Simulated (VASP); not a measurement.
Input of a VASP 6.6.1 run:

INCAR

```
PREC = Accurate
ENCUT = 600
EDIFF = 1E-6
ISMEAR = -1
SIGMA = 0.05
LREAL = F
LASPH = T
NELM = 100
ALGO = Normal
ISIF = 4
LWAVE = F
LCHARG = F
GGA = PE
IBRION = 2
NSW = 50
EDIFFG = -0.005
```

Contents of KPOINTS:

```
Automatic mesh
0
Gamma
  10 10 6
```

The input POSCAR:

```
HfC
1.0
    2.6760861708      0.0000000000      0.0000000000
   -1.3380430854      2.3175586067      0.0000000000
    0.0000000000      0.0000000000      4.7246314187
Hf C
2 2
Direct
    0.0000000000      0.0000000000      0.0000000000
    0.0000000000      0.0000000000      0.5000000000
    0.3333333333      0.6666666667      0.2500000000
    0.6666666667      0.3333333333      0.7500000000
```

Potentials or basis: VASP PAW PBE potentials, release 64 (Hf_pv, C).

Command:

```sh
$ cat potpaw_PBE.64/Hf_pv/POTCAR potpaw_PBE.64/C/POTCAR > POTCAR
$ mpirun -np 1 vasp_std > vasp.out
```

Predict the band gap on the k mesh.

zero (band 14 reaches 13.10 eV, above the bottom of band 15 at 10.62 eV).

The path:
| step | energy change (eV) | largest force (eV/Å) | pressure (GPa) | volume (Å³) |
| --- | --- | --- | --- | --- |
| 1 | 0.0000 | 0.0000 | 382.54 | 29.30 |
| 2 | -0.1167 | 0.0000 | 369.41 | 29.30 |
| 3 | -0.1906 | 0.0000 | 375.63 | 29.30 |
| 4 | -0.1906 | 0.0000 | 375.47 | 29.30 |
| 5 | -0.1906 | 0.0000 | 375.63 | 29.30 |
| 6 | -0.1906 | 0.0000 | 375.58 | 29.30 |

Caveat: spin-orbit coupling is left out, which moves the levels of the heavy elements.
